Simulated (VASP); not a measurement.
A run of VASP 6.6.1 is set up as follows.

File INCAR:

```
ALGO = Normal
EDIFF = 1E-6
ENCUT = 520
GGA = PE
ISIF = 2
ISMEAR = 0
ISPIN = 2
LASPH = T
LCHARG = T
LELF = T
LMAXMIX = 4
LORBIT = 11
LREAL = F
LVHAR = T
LWAVE = F
MAGMOM = 4 0
NBANDS = 20
NELM = 150
PREC = Accurate
SIGMA = 0.1
```

KPOINTS

```
k-points
0
Gamma
  6 6 6
```

Contents of POSCAR:

```
MnO
1.0
    2.6798617200      0.0000000000      0.0000000000
   -1.3399308600      2.3208283300      0.0000000000
    0.0000000000      0.0000000000      2.8942506600
Mn O
1 1
Direct
    0.0000000000      0.0000000000      0.0000000000
    0.3333333300      0.6666666700      0.5000000000
```

Potentials or basis: VASP PAW PBE potentials, release 64 (Mn_pv, O).

Run with:

```bash
$ cat potpaw_PBE.64/Mn_pv/POTCAR potpaw_PBE.64/O/POTCAR > POTCAR
$ mpirun -np 1 vasp_std > vasp.out
```

Task: Estimate the site moments.

Result: Mn +2.97; O +0.03 μB.

Task: Predict the pressure.

Result: 6.7 GPa.

Stress tensor (GPa, compression positive):
```
 15.74   0.00   0.00
  0.00  15.74   0.00
  0.00   0.00 -11.28
```

Caveat: the k points lie up to 0.45 Å⁻¹ apart; a cell with one magnetic atom can't hold antiferromagnetic order, which such compounds often take.
